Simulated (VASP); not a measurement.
A run of VASP 6.6.1:

Contents of INCAR:

```
SYSTEM = Na
PREC     = Accurate       ! precision mode
ENCUT    = 520            ! plane-wave cutoff, eV
EDIFF    = 1E-6           ! SCF threshold, eV
ISMEAR   = 0              ! smearing method
SIGMA    = 0.15           ! smearing width, eV
LREAL    = .FALSE.        ! projectors in reciprocal space
LASPH    = .TRUE.         ! aspherical terms in the spheres
NELM     = 60             ! most SCF steps
ALGO     = Fast           ! electronic algorithm
ISIF     = 2              ! what is computed and relaxed
LWAVE    = .FALSE.        ! write WAVECAR
LCHARG   = .FALSE.        ! write CHGCAR
GGA      = CA             ! functional
NBANDS   = 14             ! bands
```

File KPOINTS:

```
regular mesh
0
G
  15 15 8
  0 0 0
```

POSCAR

```
Na
1.0
    3.6209798977      0.0000000000      0.0000000000
   -1.8104899489      3.1358605780      0.0000000000
    0.0000000000      0.0000000000      5.8981745703
Na
2
Direct
    0.3333333333      0.6666666667      0.2007135646
    0.6666666667      0.3333333333      0.7992864354
```

Potentials or basis: VASP PAW LDA potentials, release 64 (Na_pv).

Command:

```console
$ cat potpaw_LDA.64/Na_pv/POTCAR > POTCAR
$ mpirun -np 1 vasp_std > vasp.out
```

Hardware: 1 thread of Oxide Virtual Turin-like Processor (shared host).

**Question.** How long does it take, and how much memory?

**Answer.** Run time: 3.2 min on 1 thread of Oxide Virtual Turin-like Processor, on a shared host, peak memory 0.21 GiB. Counts: scf iterations 13, k points 192.
